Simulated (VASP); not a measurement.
# La: single point with r2SCAN

Crystal: La.

```xyz
1
Lattice="3.3843 0.0000 0.0000 0.0000 3.3843 0.0000 0.0000 0.0000 3.3843" Properties=species:S:1:pos:R:3 pbc="T T T"
La    0.0000    0.0000    0.0000
```

This isn't the form of La at room conditions, which is double hcp.

```json
{
  "Program": "VASP 6.6.1",
  "Task": "single point",
  "Functional": "r2SCAN",
  "Potentials or basis": "VASP PAW PBE potentials, release 64 (La)",
  "Cutoff": "520 eV",
  "k mesh": "11 × 11 × 11",
  "Occupations": "fermi-dirac, width 0.1 eV",
  "Spin": "no spin polarisation"
}
```

- Pressure: -1.8 GPa
- Band gap on the k mesh: zero (an odd number of electrons rules out a gap without spin polarisation)

Levels at points of the mesh, in eV from the Fermi level:
```
           k point  band 2  band 3  band 4  band 5  band 6  band 7  band 8  band 9  band 10  band 11
(0.00, 0.00, 0.00)  -16.83  -16.83  -16.83   -3.06   -1.05   -1.05    2.04    2.04     2.04     2.21
```

Run time: 82 s on 1 thread of Intel(R) Xeon(R) Platinum 8488C (Sapphire Rapids), with other jobs on the host, peak memory 0.18 GiB.

Caveat: the PAW data sets were made with another functional, which shifts forces and pressure a little; spin-orbit coupling is left out, which moves the levels of the heavy elements.
